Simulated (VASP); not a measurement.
# Ta (P6_3/mmc) in VASP: settings compared

The runs below take Ta through single point, relaxation of cell and atoms, with PBEsol+D3(BJ), PBEsol, BLYP+D3(BJ).

Program: VASP 6.6.1. These are calculated values, not measurements. Logs are shortened: lines on timing, memory, paths and dates and some standing lists are left out, and cuts for length are marked.

## (1) The cell of the first run

The structure is hexagonal, space group P6_3/mmc (No. 194). Conventional cell: a = 2.831 Å, b = 2.831 Å, c = 5.045 Å, α = 90.00°, β = 90.00°, γ = 120.00°. Within 3.7 Å of Ta (site symmetry -6m2) lie 12 Ta at 2.83 to 3.01 Å.

This isn't the form of Ta at room conditions, which is bcc.

## (2) Single point, PBEsol+D3(BJ)

INCAR

```
ALGO = Normal
EDIFF = 1E-7
ENCUT = 520
GGA = PS
ISIF = 2
ISMEAR = 1
IVDW = 12
LASPH = True
LCHARG = True
LELF = True
LREAL = False
LVHAR = True
LWAVE = False
NBANDS = 18
NELM = 100
PREC = Accurate
SIGMA = 0.1
```

KPOINTS

```
k-points
0
Gamma
  12 12 6
```

POSCAR

```
Ta
1.0
    2.8314636846      0.0000000000      0.0000000000
   -1.4157318423      2.4521194808      0.0000000000
    0.0000000000      0.0000000000      5.0447959949
Ta
2
Direct
    0.6666666667      0.3333333333      0.7500000000
    0.3333333333      0.6666666667      0.2500000000
```

Potentials or basis: VASP PAW PBE potentials, release 64 (Ta_pv).

Run with:

```console
> cat potpaw_PBE.64/Ta_pv/POTCAR > POTCAR
> mpirun -np 1 vasp_std > vasp.out
```

OUTCAR:

```text
EDIFF = 1E-7
   ENCUT = 520
   GGA = PS
   ISIF = 2
   ISMEAR = 1
   IVDW = 12
   LASPH = True
   LREAL = False
   NELM = 100
   PREC = Accurate
 IVDW          = 12

 ion  position               nearest neighbor table
   1  0.667  0.333  0.750-   2 3.01   2 3.01   2 3.01   2 3.01   2 3.01   2 3.01
   2  0.333  0.667  0.250-   1 3.01   1 3.01   1 3.01   1 3.01   1 3.01   1 3.01

  LATTYP: Found a hexagonal cell.
 ALAT       =     2.8314636846
 C/A-ratio  =     1.7816919293

  Lattice vectors:

 A1 = (   2.8314636846,   0.0000000000,   0.0000000000)
 A2 = (  -1.4157318423,   2.4521194808,   0.0000000000)
 A3 = (   0.0000000000,   0.0000000000,   5.0447959949)

Analysis of symmetry for initial positions (statically):
=====================================================================
 Subroutine PRICEL returns:
 Original cell was already a primitive cell.

 Routine SETGRP: Setting up the symmetry group for a
 hexagonal supercell.

 Subroutine GETGRP returns: Found 24 space group operations
 (whereof 12 operations were pure point group operations)
 out of a pool of 24 trial point group operations.

The static configuration has the point symmetry D_3d.
 The point group associated with its full space group is D_6h.

Analysis of symmetry for dynamics (positions and initial velocities):
=====================================================================
 Subroutine PRICEL returns:
 Original cell was already a primitive cell.

 Routine SETGRP: Setting up the symmetry group for a
 hexagonal supercell.

 Subroutine GETGRP returns: Found 24 space group operations
 (whereof 12 operations were pure point group operations)
 out of a pool of 24 trial point group operations.

The dynamic configuration has the point symmetry D_3d.
 The point group associated with its full space group is D_6h.

 Subroutine INISYM returns: Found 24 space group operations
 (whereof 12 operations are pure point group operations),
 and found     1 'primitive' translations

----------------------------------------------------------------------------------------

                                     Primitive cell

  volume of cell :      35.0265

  direct lattice vectors                    reciprocal lattice vectors
     2.831463685  0.000000000  0.000000000     0.353174228  0.203905235  0.000000000
    -1.415731842  2.452119481  0.000000000     0.000000000  0.407810471  0.000000000
     0.000000000  0.000000000  5.044795995     0.000000000  0.000000000  0.198224071

  length of vectors
     2.831463685  2.831463685  5.044795995     0.407810471  0.407810471  0.198224071

  position of ions in fractional coordinates (direct lattice)
     0.666666667  0.333333333  0.750000000
     0.333333333  0.666666667  0.250000000

  ion indices of the primitive-cell ions
   primitive index   ion index
                 1           1
                 2           2

----------------------------------------------------------------------------------------

 KPOINTS: k-points

Automatic generation of k-mesh.
 Grid dimensions read from file:
 generate k-points for:   12   12    6

 Generating k-lattice:

  Cartesian coordinates                     Fractional coordinates (reciprocal lattice)
     0.029431186  0.016992103  0.000000000     0.083333333 -0.000000000  0.000000000
     0.000000000  0.033984206  0.000000000     0.000000000  0.083333333  0.000000000
     0.000000000  0.000000000  0.033037345     0.000000000  0.000000000  0.166666667

  Length of vectors
     0.033984206  0.033984206  0.033037345

  Shift w.r.t. Gamma in fractional coordinates (k-lattice)
     0.000000000  0.000000000  0.000000000

 Subroutine IBZKPT returns following result:
 ===========================================

 Found     76 irreducible k-points:

 Following reciprocal coordinates:
            Coordinates               Weight
  0.000000  0.000000  0.000000      1.000000
  0.083333 -0.000000  0.000000      6.000000
  0.166667 -0.000000  0.000000      6.000000
  0.250000 -0.000000  0.000000      6.000000
  0.333333 -0.000000  0.000000      6.000000
  0.416667 -0.000000  0.000000      6.000000
[... 16 lines left out ...]
  0.250000 -0.000000  0.166667     12.000000
  0.333333 -0.000000  0.166667     12.000000
 [... further k-points ...]
   k-points           NKPTS =     76   k-points in BZ     NKDIM =     76   number of bands    NBANDS=     18
   number of dos      NEDOS =    301   number of ions     NIONS =      2
   total plane-waves  NPLWV =  23040
   dimension x,y,z NGX =    24 NGY =   24 NGZ =   40
   dimension x,y,z NGXF=    48 NGYF=   48 NGZF=   80
   ions per type =               2
   NGX,Y,Z   is equivalent  to a cutoff of  14.09, 14.09, 13.18 a.u.
   NGXF,Y,Z  is equivalent  to a cutoff of  28.18, 28.18, 26.36 a.u.
 SYSTEM =  unknown system
   PREC   = accura    normal or accurate (medium, high low for compatibility)
   ISTART =      0    job   : 0-new  1-cont  2-samecut
   ICHARG =      2    charge: 1-file 2-atom 10-const
   ISPIN  =      1    spin polarized calculation?
   LNONCOLLINEAR =      F non collinear calculations
   LSORBIT =      F    spin-orbit coupling
   LASPH  =      T    aspherical Exc in radial PAW
   ENCUT  =  520.0 eV  38.22 Ry    6.18 a.u.   5.26  5.26  9.38*2*pi/ulx,y,z
   NELM   =    100;   NELMIN=  2; NELMDL= -5     # of ELM steps
   EDIFF  = 0.1E-06   stopping-criterion for ELM
   LREAL  =      F    real-space projection
   EDIFFG = 0.1E-05   stopping-criterion for IOM
   NSW    =      0    number of steps for IOM
   IBRION =     -1    ionic relax: 0-MD 1-quasi-New 2-CG
   NFREE  =      0    steps in history (QN), initial steepest desc. (CG)
   ISIF   =      2    stress and relaxation
   ISYM   =      2    0-nonsym 1-usesym 2-fastsym
   POTIM  = 0.5000    time-step for ionic-motion
   TEBEG  =    0.0;   TEEND  =   0.0 temperature during run
   PSTRESS=    0.0 pullay stress
   NELECT =      22.0000    total number of electrons
   NUPDOWN=      -1.0000    fix difference up-down
   EMIN   =  10.00;   EMAX   =-10.00  energy-range for DOS
   EFERMI =   0.00;   METHOD = LEGACY
   ISMEAR =     1;   SIGMA  =   0.10  broadening in eV -4-tet -1-fermi 0-gaus
   EFERMI_NEDOS =   21; number of points for ismear=-14 and -15
   IALGO  =     38    algorithm
   IMIX   =      4    mixing-type and parameters
     AMIX     =   0.40;   BMIX     =  1.00
     AMIX_MAG =   1.60;   BMIX_MAG =  1.00
  volume/ion in A,a.u.               =      17.51       118.19
  Fermi-wavevector in a.u.,A,eV,Ry     =   1.402007  2.649410 26.743949  1.965625
  Thomas-Fermi vector in A             =   2.524812
   LORBIT       =      0    0 simple, 1 ext, 2 COOP (PROOUT), +10 PAW based schemes
   GGA     = PS    functional components
   LHFCALC =     F    Hartree Fock is set to
   AEXX    =    0.0000 exact exchange contribution
   IVDW    =    12    specifies the selected vdW correction
   LEPSILON=     F    determine dielectric tensor
   LRPA    =     F    only Hartree local field effects (RPA)
 non-spin polarized calculation
 Methfessel and Paxton  Order N= 1 SIGMA  =   0.10
  energy-cutoff  :      520.00
  volume of cell :       35.03
 maximum number of plane-waves:       956
 NGX is ok and might be reduce to    24
   NGX = 11   NGY = 11   NGZ = 19

 number of electron      21.9999997 magnetization

 Free energy of the ion-electron system (eV)
  ---------------------------------------------------
  ext. energy  EPLUGINS =         0.00000000
  ---------------------------------------------------
  free energy    TOTEN  =       -24.49306427 eV

  energy without entropy =      -24.49256517  energy(sigma->0) =      -24.49289790

 E-fermi :   5.9795     XC(G=0): -12.8603

 val. band max:        5.9695077907   @ k =   0.0833   0.0833   0.1667
 cond. band min:       5.9828570803   @ k =   0.1667   0.0833   0.3333
 fundamental gap:      0.0133492896
 Fermi energy:         5.9794803365

 k-point     1 :       0.0000    0.0000    0.0000
  band No.  band energies     occupation
      1     -28.5166      2.00000
      2     -27.4730      2.00000
      3     -27.3399      2.00000
      4     -27.3399      2.00000
      5     -27.2365      2.00000
      6     -27.2365      2.00000
[... 10 lines left out ...]
     17      11.5439      0.00000
     18      11.5439      0.00000

 k-point     2 :       0.0833   -0.0000    0.0000
  band No.  band energies     occupation
      1     -28.4884      2.00000
      2     -27.4761      2.00000
      3     -27.4314      2.00000
      4     -27.3646      2.00000
      5     -27.3301      2.00000
      6     -27.2529      2.00000
[... 10 lines left out ...]
     17      11.6693      0.00000
     18      12.1657      0.00000

 k-point     3 :       0.1667   -0.0000    0.0000
  band No.  band energies     occupation
      1     -28.4084      2.00000
      2     -27.6781      2.00000
      3     -27.5774      2.00000
      4     -27.4874      2.00000
      5     -27.4300      2.00000
      6     -27.2987      2.00000
[... 10 lines left out ...]
     17      11.8803      0.00000
     18      13.4421      0.00000

 k-point     4 :       0.2500   -0.0000    0.0000
  band No.  band energies     occupation
      1     -28.2893      2.00000
      2     -28.0073      2.00000
      3     -27.8973      2.00000
      4     -27.5162      2.00000
      5     -27.5116      2.00000
      6     -27.3627      2.00000
[... 10 lines left out ...]
     17      12.0074      0.00000
     18      14.8386      0.00000

 k-point     5 :       0.3333   -0.0000    0.0000
  band No.  band energies     occupation
      1     -28.3264      2.00000
      2     -28.2004      2.00000
      3     -28.1521      2.00000
      4     -27.5996      2.00000
      5     -27.5532      2.00000
      6     -27.4273      2.00000
[... 10 lines left out ...]
     17      12.0381      0.00000
     18      14.4840      0.00000

 k-point     6 :       0.4167   -0.0000    0.0000
  band No.  band energies     occupation
      1     -28.5533      2.00000
      2     -28.4135      2.00000
      3     -28.0275      2.00000
      4     -27.6592      2.00000
      5     -27.6071      2.00000
      6     -27.4747      2.00000
[... 10 lines left out ...]
     17      12.5332      0.00000
     18      14.6205      0.00000

 k-point     7 :       0.5000   -0.0000    0.0000
  band No.  band energies     occupation
      1     -28.6349      2.00000
      2     -28.4899      2.00000
      3     -27.9700      2.00000
      4     -27.6807      2.00000
      5     -27.6386      2.00000
      6     -27.4920      2.00000
[... 10 lines left out ...]
     17      13.6141      0.00000
     18      13.6903      0.00000

 k-point     8 :       0.0833    0.0833    0.0000
  band No.  band energies     occupation
      1     -28.4343      2.00000
      2     -27.5861      2.00000
      3     -27.5195      2.00000
      4     -27.4833      2.00000
      5     -27.3939      2.00000
      6     -27.2952      2.00000
[... 10 lines left out ...]
     17      11.7145      0.00000
     18      13.1555      0.00000
[... 229 lines left out ...]
     17      13.8610      0.00000
     18      13.8610      0.00000

 k-point    20 :       0.0000    0.0000    0.1667
  band No.  band energies     occupation
      1     -28.4514      2.00000
      2     -27.5482      2.00000
      3     -27.3330      2.00000
      4     -27.3330      2.00000
      5     -27.2435      2.00000
      6     -27.2435      2.00000
[... 10 lines left out ...]
     17      11.5100      0.00000
     18      11.5100      0.00000

 k-point    21 :       0.0833   -0.0000    0.1667
  band No.  band energies     occupation
      1     -28.4262      2.00000
      2     -27.5557      2.00000
      3     -27.4231      2.00000
      4     -27.3571      2.00000
      5     -27.3301      2.00000
      6     -27.2604      2.00000
[... 10 lines left out ...]
     17      11.5980      0.00000
     18      11.9233      0.00000

 k-point    22 :       0.1667   -0.0000    0.1667
  band No.  band energies     occupation
      1     -28.3567      2.00000
      2     -27.6722      2.00000
      3     -27.6333      2.00000
      4     -27.4954      2.00000
      5     -27.4213      2.00000
      6     -27.3076      2.00000
[... 10 lines left out ...]
     17      11.7301      0.00000
     18      12.7413      0.00000

 k-point    23 :       0.2500   -0.0000    0.1667
  band No.  band energies     occupation
      1     -28.2701      2.00000
      2     -27.9814      2.00000
      3     -27.9169      2.00000
      4     -27.5399      2.00000
      5     -27.5060      2.00000
      6     -27.3731      2.00000
[... 10 lines left out ...]
     17      11.7955      0.00000
     18      13.4357      0.00000

 k-point    24 :       0.3333   -0.0000    0.1667
  band No.  band energies     occupation
      1     -28.3621      2.00000
      2     -28.2375      2.00000
      3     -28.0587      2.00000
      4     -27.5882      2.00000
      5     -27.5731      2.00000
      6     -27.4390      2.00000
[... 10 lines left out ...]
     17      11.9107      0.00000
     18      13.7361      0.00000

 [... further k-points ...]

------------------------ aborting loop because EDIFF is reached ----------------------------------------

 Edisp (eV)   -1.49765

 E8    (eV) :    -1.1131

  FORCE on cell =-STRESS in cart. coord.  units (eV):
  Direction    XX          YY          ZZ          XY          YZ          ZX
  --------------------------------------------------------------------------------------
  -------------------------------------------------------------------------------------
  Total       0.06674     0.06674     0.01351    -0.00000     0.00000     0.00000
  in kB       3.05299     3.05299     0.61781    -0.00000     0.00000     0.00000
  external pressure =        2.24 kB  Pullay stress =        0.00 kB

 VOLUME and BASIS-vectors are now :
 -----------------------------------------------------------------------------
  energy-cutoff  :      520.00
  volume of cell :       35.03
      direct lattice vectors                 reciprocal lattice vectors
     2.831463685  0.000000000  0.000000000     0.353174228  0.203905235  0.000000000
    -1.415731842  2.452119481  0.000000000     0.000000000  0.407810471  0.000000000
     0.000000000  0.000000000  5.044795995     0.000000000  0.000000000  0.198224071

 POSITION                                       TOTAL-FORCE (eV/Angst)
 -----------------------------------------------------------------------------------
      1.41573      0.81737      3.78360         0.000000     -0.000000      0.000000
     -0.00000      1.63475      1.26120        -0.000000      0.000000      0.000000
 -----------------------------------------------------------------------------------
    total drift:                                0.000000     -0.000000      0.000000

  FREE ENERGIE OF THE ION-ELECTRON SYSTEM (eV)
  ---------------------------------------------------
  free  energy   TOTEN  =       -25.9907099441 eV

  energy  without entropy=      -25.9902108438  energy(sigma->0) =      -25.99054358
```

It took 48 s on 1 thread of AMD EPYC 7R13 (Zen 3), shared host; peak memory 0.16 GiB.

What came out:

| Quantity | Value |
| --- | --- |
| Free energy | -25.9907 eV |
| Pressure | 0.2 GPa |
| Band gap on the k mesh | zero (bands 11 and 12 overlap by 2.58 eV) |
| Dispersion energy per atom | -0.749 eV |

Levels at points of the mesh, in eV from the Fermi level:
```csv
k point,band 7,band 8,band 9,band 10,band 11,band 12,band 13,band 14,band 15,band 16
"(0.00, 0.00, 0.00)",-8.46,-5.15,-0.67,0.12,0.59,0.59,1.21,1.21,3.18,3.18
"(0.50, 0.00, 0.00)",-4.27,-4.18,-3.66,-0.41,-0.30,0.57,0.86,6.03,7.03,7.37
"(0.00, 0.00, 0.50)",-6.51,-6.51,-1.26,-1.26,0.65,0.65,0.65,0.65,4.78,4.78
"(0.50, 0.00, 0.50)",-4.65,-4.65,-2.54,-2.54,1.78,1.78,2.77,2.77,6.05,6.05
```

Caveat: the PAW data sets were made with another functional, which shifts forces and pressure a little; spin-orbit coupling is left out, which moves the levels of the heavy elements.

(Continued in part 2 of 2.)
